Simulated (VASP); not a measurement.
# PmTe2 (P-3m1) in VASP: single point with PBEsol

Aim: the single point of PmTe2 with PBEsol.

All numbers are computed with VASP 6.6.1; they aren't measurements. Logs are shortened: lines on timing, memory, paths and dates and some standing lists are left out, and cuts for length are marked.

## 1. The cell of the first run

The structure is trigonal, space group P-3m1 (No. 164). The conventional cell has a = 4.350 Å, b = 4.350 Å, c = 6.374 Å, α = 90.00°, β = 90.00°, γ = 120.00°. Within 4.0 Å of Pm (site symmetry -3m) lie 6 Te at 3.07 Å. Te (site symmetry 3m) has 3 Pm at 3.07 Å and 3 Te at 3.78 Å within 4.0 Å.

## 2. Single point, PBEsol, collinear spin, ferromagnetic start

Input file INCAR:

```
SYSTEM = PmTe2
PREC = Accurate
ENCUT = 520
EDIFF = 1E-6
ISMEAR = 0
SIGMA = 0.05
LREAL = .False.
LASPH = .True.
NELM = 150
ALGO = Fast
ISIF = 2
LWAVE = .False.
LCHARG = .False.
ISPIN = 2
MAGMOM = 4 0 0
LORBIT = 11
LMAXMIX = 6
GGA = PS
NBANDS = 24
```

Input file KPOINTS:

```
Automatic mesh
0
Gamma
  8 8 4
  0 0 0
```

Input file POSCAR:

```
PmTe2
1.0
    4.3498632221      0.0000000000      0.0000000000
   -2.1749316110      3.7670920533      0.0000000000
    0.0000000000      0.0000000000      6.3735834827
Pm Te
1 2
Direct
    0.0000000000      0.0000000000      0.0000000000
    0.3333333333      0.6666666667      0.2779786151
    0.6666666667      0.3333333333      0.7220213849
```

Potentials or basis: VASP PAW PBE potentials, release 64 (Pm, Te).

Started as:

```console
$ cat potpaw_PBE.64/Pm/POTCAR potpaw_PBE.64/Te/POTCAR > POTCAR
$ mpirun -np 1 vasp_std > vasp.out
```

OUTCAR:

```text
SYSTEM = PmTe2
   PREC = Accurate
   ENCUT = 520
   EDIFF = 1E-6
   ISMEAR = 0
   LREAL = .False.
   LASPH = .True.
   NELM = 150
   ISIF = 2
   ISPIN = 2
   LORBIT = 11
   GGA = PS

 ion  position               nearest neighbor table
   1  0.000  0.000  0.000-   2 3.07   3 3.07   2 3.07   3 3.07   3 3.07   2 3.07
   2  0.333  0.667  0.278-   1 3.07   1 3.07   1 3.07
   3  0.667  0.333  0.722-   1 3.07   1 3.07   1 3.07

  LATTYP: Found a hexagonal cell.
 ALAT       =     4.3498632221
 C/A-ratio  =     1.4652376770

  Lattice vectors:

 A1 = (   4.3498632221,   0.0000000000,   0.0000000000)
 A2 = (  -2.1749316110,   3.7670920533,   0.0000000000)
 A3 = (   0.0000000000,   0.0000000000,   6.3735834827)

Analysis of symmetry for initial positions (statically):
=====================================================================
 Subroutine PRICEL returns:
 Original cell was already a primitive cell.

 Routine SETGRP: Setting up the symmetry group for a
 hexagonal supercell.

 Subroutine GETGRP returns: Found 12 space group operations
 (whereof 12 operations were pure point group operations)
 out of a pool of 24 trial point group operations.

The static configuration has the point symmetry D_3d.

Analysis of symmetry for dynamics (positions and initial velocities):
=====================================================================
 Subroutine PRICEL returns:
 Original cell was already a primitive cell.

 Routine SETGRP: Setting up the symmetry group for a
 hexagonal supercell.

 Subroutine GETGRP returns: Found 12 space group operations
 (whereof 12 operations were pure point group operations)
 out of a pool of 24 trial point group operations.

The dynamic configuration has the point symmetry D_3d.

Analysis of structural, dynamic, and magnetic symmetry:
=====================================================================
 Subroutine PRICEL returns:
 Original cell was already a primitive cell.

 Routine SETGRP: Setting up the symmetry group for a
 hexagonal supercell.

 Subroutine GETGRP returns: Found 12 space group operations
 (whereof 12 operations were pure point group operations)
 out of a pool of 24 trial point group operations.

The overall configuration has the point symmetry D_3d.

 Subroutine INISYM returns: Found 12 space group operations
 (whereof 12 operations are pure point group operations),
 and found     1 'primitive' translations

----------------------------------------------------------------------------------------

                                     Primitive cell

  volume of cell :     104.4397

  direct lattice vectors                    reciprocal lattice vectors
     4.349863222  0.000000000  0.000000000     0.229892286  0.132728373  0.000000000
    -2.174931611  3.767092053  0.000000000     0.000000000  0.265456746  0.000000000
     0.000000000  0.000000000  6.373583483     0.000000000  0.000000000  0.156897608

  length of vectors
     4.349863222  4.349863222  6.373583483     0.265456746  0.265456746  0.156897608

  position of ions in fractional coordinates (direct lattice)
     0.000000000  0.000000000  0.000000000
     0.333333333  0.666666667  0.277978615
     0.666666667  0.333333333  0.722021385

  ion indices of the primitive-cell ions
   primitive index   ion index
                 1           1
                 2           2
                 3           3

----------------------------------------------------------------------------------------

 KPOINTS: Automatic mesh

Automatic generation of k-mesh.
 Grid dimensions read from file:
 generate k-points for:    8    8    4

 Generating k-lattice:

  Cartesian coordinates                     Fractional coordinates (reciprocal lattice)
     0.028736536  0.016591047  0.000000000     0.125000000 -0.000000000  0.000000000
     0.000000000  0.033182093  0.000000000     0.000000000  0.125000000  0.000000000
     0.000000000  0.000000000  0.039224402     0.000000000  0.000000000  0.250000000

  Length of vectors
     0.033182093  0.033182093  0.039224402

  Shift w.r.t. Gamma in fractional coordinates (k-lattice)
     0.000000000  0.000000000  0.000000000

 Subroutine IBZKPT returns following result:
 ===========================================

 Found     35 irreducible k-points:

 Following reciprocal coordinates:
            Coordinates               Weight
  0.000000  0.000000  0.000000      1.000000
  0.125000 -0.000000  0.000000      6.000000
  0.250000 -0.000000  0.000000      6.000000
  0.375000  0.000000  0.000000      6.000000
  0.500000 -0.000000  0.000000      3.000000
  0.125000  0.125000  0.000000      6.000000
[... 16 lines left out ...]
 -0.125000  0.500000  0.250000     12.000000
  0.250000  0.250000  0.250000     12.000000
 [... further k-points ...]
   k-points           NKPTS =     35   k-points in BZ     NKDIM =     35   number of bands    NBANDS=     24
   number of dos      NEDOS =    301   number of ions     NIONS =      3
   total plane-waves  NPLWV =  49152
   dimension x,y,z NGX =    32 NGY =   32 NGZ =   48
   dimension x,y,z NGXF=    64 NGYF=   64 NGZF=   96
   ions per type =               1   2
   NGX,Y,Z   is equivalent  to a cutoff of  12.23, 12.23, 12.52 a.u.
   NGXF,Y,Z  is equivalent  to a cutoff of  24.46, 24.46, 25.04 a.u.
 SYSTEM =  PmTe2
   PREC   = accura    normal or accurate (medium, high low for compatibility)
   ISTART =      0    job   : 0-new  1-cont  2-samecut
   ICHARG =      2    charge: 1-file 2-atom 10-const
   ISPIN  =      2    spin polarized calculation?
   LNONCOLLINEAR =      F non collinear calculations
   LSORBIT =      F    spin-orbit coupling
   LASPH  =      T    aspherical Exc in radial PAW
   ENCUT  =  520.0 eV  38.22 Ry    6.18 a.u.   8.09  8.09 11.85*2*pi/ulx,y,z
   NELM   =    150;   NELMIN=  2; NELMDL= -5     # of ELM steps
   EDIFF  = 0.1E-05   stopping-criterion for ELM
   LREAL  =      F    real-space projection
   EDIFFG = 0.1E-04   stopping-criterion for IOM
   NSW    =      0    number of steps for IOM
   IBRION =     -1    ionic relax: 0-MD 1-quasi-New 2-CG
   NFREE  =      0    steps in history (QN), initial steepest desc. (CG)
   ISIF   =      2    stress and relaxation
   ISYM   =      2    0-nonsym 1-usesym 2-fastsym
   POTIM  = 0.5000    time-step for ionic-motion
   TEBEG  =    0.0;   TEEND  =   0.0 temperature during run
   PSTRESS=    0.0 pullay stress
   NELECT =      27.0000    total number of electrons
   NUPDOWN=      -1.0000    fix difference up-down
   EMIN   =  10.00;   EMAX   =-10.00  energy-range for DOS
   EFERMI =   0.00;   METHOD = LEGACY
   ISMEAR =     0;   SIGMA  =   0.05  broadening in eV -4-tet -1-fermi 0-gaus
   EFERMI_NEDOS =   21; number of points for ismear=-14 and -15
   IALGO  =     68    algorithm
   IMIX   =      4    mixing-type and parameters
     AMIX     =   0.40;   BMIX     =  1.00
     AMIX_MAG =   1.60;   BMIX_MAG =  1.00
  volume/ion in A,a.u.               =      34.81       234.93
  Fermi-wavevector in a.u.,A,eV,Ry     =   1.042896  1.970787 14.798127  1.087632
  Thomas-Fermi vector in A             =   2.177581
   LORBIT       =     11    0 simple, 1 ext, 2 COOP (PROOUT), +10 PAW based schemes
   GGA     = PS    functional components
   LHFCALC =     F    Hartree Fock is set to
   AEXX    =    0.0000 exact exchange contribution
   IVDW    =     0    specifies the selected vdW correction
   LEPSILON=     F    determine dielectric tensor
   LRPA    =     F    only Hartree local field effects (RPA)
 spin polarized calculation
 RMM-DIIS sequential band-by-band and
 Gauss-broadening in eV      SIGMA  =   0.05
  energy-cutoff  :      520.00
  volume of cell :      104.44
 maximum number of plane-waves:      2832
   NGX = 17   NGY = 17   NGZ = 23

 number of electron      27.0000002 magnetization       3.9051353

 Free energy of the ion-electron system (eV)
  ---------------------------------------------------
  ext. energy  EPLUGINS =         0.00000000
  ---------------------------------------------------
  free energy    TOTEN  =       -17.60494710 eV

  energy without entropy =      -17.59266011  energy(sigma->0) =      -17.59880361

 E-fermi :   4.3885     XC(G=0):  -9.2862

 val. band max:        4.3860976518   @ k =   0.5000  -0.0000   0.5000
 cond. band min:       4.3891140856   @ k =   0.2500   0.2500   0.5000
 fundamental gap:      0.0030164338
 Fermi energy:         4.3884856672

 spin component 1

 k-point     1 :       0.0000    0.0000    0.0000
  band No.  band energies     occupation
      1     -33.7914      1.00000
      2     -14.2329      1.00000
      3     -14.0573      1.00000
      4     -14.0573      1.00000
      5      -6.2823      1.00000
      6      -4.7996      1.00000
[... 16 lines left out ...]
     23       9.1095      0.00000
     24       9.2146      0.00000
[... 598 lines left out ...]
      2     -14.2459      1.00000
      3     -14.1665      1.00000
      4     -14.1454      1.00000
      5      -5.3670      1.00000
      6      -5.0840      1.00000
[... 16 lines left out ...]
     23       9.7166      0.00000
     24      10.4108      0.00000

 [... further k-points ...]

 spin component 2

 k-point     1 :       0.0000    0.0000    0.0000
  band No.  band energies     occupation
      1     -31.8603      1.00000
      2     -12.8891      1.00000
      3     -12.6667      1.00000
      4     -12.6667      1.00000
      5      -6.3699      1.00000
      6      -4.8445      1.00000
[... 16 lines left out ...]
     23       9.2704      0.00000
     24       9.3060      0.00000
[... 598 lines left out ...]
      2     -12.9122      1.00000
      3     -12.8006      1.00000
      4     -12.7721      1.00000
      5      -5.4435      1.00000
      6      -5.1514      1.00000
[... 16 lines left out ...]
     23      10.1549      0.00000
     24      10.7854      0.00000

 [... further k-points ...]

------------------------ aborting loop because EDIFF is reached ----------------------------------------

  FORCE on cell =-STRESS in cart. coord.  units (eV):
  Direction    XX          YY          ZZ          XY          YZ          ZX
  --------------------------------------------------------------------------------------
  -------------------------------------------------------------------------------------
  Total       -0.0841057     -0.0841057     -0.5776073     -0.0000000      0.0000000      0.0000000
  in kB       -1.2902392     -1.2902392     -8.8608983     -0.0000000      0.0000000      0.0000000
  external PRESSURE =      -3.8137923 kB  Pullay stress =       0.0000000 kB

 VOLUME and BASIS-vectors are now :
 -----------------------------------------------------------------------------
  energy-cutoff  :      520.00
  volume of cell :      104.44
      direct lattice vectors                 reciprocal lattice vectors
     4.349863222  0.000000000  0.000000000     0.229892286  0.132728373  0.000000000
    -2.174931611  3.767092053  0.000000000     0.000000000  0.265456746  0.000000000
     0.000000000  0.000000000  6.373583483     0.000000000  0.000000000  0.156897608

 POSITION                                       TOTAL-FORCE (eV/Angst)
 -----------------------------------------------------------------------------------
      0.00000      0.00000      0.00000        -0.000000      0.000000     -0.000000
     -0.00000      2.51139      1.77172        -0.000000      0.000000     -0.046013
      2.17493      1.25570      4.60186         0.000000      0.000000      0.046013
 -----------------------------------------------------------------------------------
    total drift:                               -0.000000     -0.000000     -0.000000

  FREE ENERGIE OF THE ION-ELECTRON SYSTEM (eV)
  ---------------------------------------------------
  free  energy   TOTEN  =       -17.6049471004 eV

  energy  without entropy=      -17.5926601142  energy(sigma->0) =      -17.59880361

 total charge

# of ion       s       p       d       f       tot
--------------------------------------------------
    1        2.007   5.562   0.513   4.233  12.315
    2        1.381   1.998   0.018   0.000   3.397
    3        1.381   1.998   0.018   0.000   3.397
--------------------------------------------------
tot          4.769   9.558   0.549   4.233  19.109

 magnetization (x)

# of ion       s       p       d       f       tot
--------------------------------------------------
    1       -0.011  -0.002   0.037   4.124   4.148
    2       -0.005  -0.108   0.001   0.000  -0.112
    3       -0.005  -0.108   0.001   0.000  -0.112
--------------------------------------------------
tot         -0.021  -0.217   0.039   4.124   3.925
```

Run time: 9.3 min. Hardware: 1 thread of Intel Xeon Platinum 8259CL at 2.50GHz (Skylake/Cascade Lake), shared host; peak memory 0.37 GiB.

What came out:

```yaml
Free_energy: -17.6049 eV
Pressure: -0.4 GPa
Largest_force: 0.046 eV/Å
Net_moment: 3.91 μB per cell
Site_moments: Pm +4.15; Te -0.11 μB
Valence_electrons_inside_the_program's_atomic_spheres: Pm 12.31; Te 3.40
```

Forces in eV/Å, atoms in the order of the input:
```
Pm   0.000  0.000  0.000
Te   0.000  0.000 -0.046
Te   0.000  0.000  0.046
```

Stress tensor (GPa, compression positive):
```
-0.13  0.00  0.00
 0.00 -0.13  0.00
 0.00  0.00 -0.89
```

Caveat: the magnetic or orbital state may not be the lowest; the PAW data sets were made with another functional, which shifts forces and pressure a little; spin-orbit coupling is left out, which moves the levels of the heavy elements; semilocal functionals describe open f shells poorly, which spoils levels, moments and volumes. The state reached can hang on the start; a lower one may exist.
